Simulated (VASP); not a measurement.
Set up this calculation in VASP 6.6.1, as the native input.

```
Task                   : single point
Functional             : PBE
Potentials or basis    : VASP PAW PBE potentials, release 64 (K_sv, Ta_pv, O)
Cutoff                 : 520 eV
k mesh                 : 8 × 8 × 8
Occupations            : gaussian, width 0.02 eV
Spin                   : no spin polarisation
Dipole correction      : no
Further INCAR settings : ALGO = Normal; EDIFF = 1e-06; NBANDS = 27
```

The structure of KTaO3 lies in POSCAR:

```
KTaO3
1.0
    4.1542881465      0.0000000000      0.0000000000
    0.0000000000      4.1542881465      0.0000000000
    0.0000000000      0.0000000000      4.1542881465
K Ta O
1 1 3
Direct
    0.5000000000      0.5000000000      0.5000000000
    0.0000000000      0.0000000000      0.0000000000
    0.5000000000      0.0000000000      0.0000000000
    0.0000000000      0.5000000000      0.0000000000
    0.0000000000      0.0000000000      0.5000000000
```

This cell differs from its parent crystal: volume scaled by 1.10.

One way to write it, as run:

INCAR

```
PREC = Accurate
ENCUT = 520
EDIFF = 1E-6
ISMEAR = 0
SIGMA = 0.02
LREAL = False
LASPH = True
NELM = 80
ALGO = Normal
ISIF = 2
LWAVE = False
LCHARG = True
GGA = PE
LELF = True
LVHAR = True
NBANDS = 27
```

KPOINTS

```
regular mesh
0
Gamma
  8 8 8
```

Potentials or basis: VASP PAW PBE potentials, release 64 (K_sv, Ta_pv, O).

The run is started by

```sh
$ cat potpaw_PBE.64/K_sv/POTCAR potpaw_PBE.64/Ta_pv/POTCAR potpaw_PBE.64/O/POTCAR > POTCAR
$ mpirun -np 1 vasp_std > vasp.out
```

It gave:

```json
{"Pressure": "-14.1 GPa", "Band gap on the k mesh": "1.89 eV, indirect (least direct gap 2.53 eV)"}
```

Caveat: spin-orbit coupling is left out, which moves the levels of the heavy elements.

Wall time 60 s on 1 thread of Intel(R) Xeon(R) Platinum 8488C (Sapphire Rapids) (shared host), peak memory 0.21 GiB.
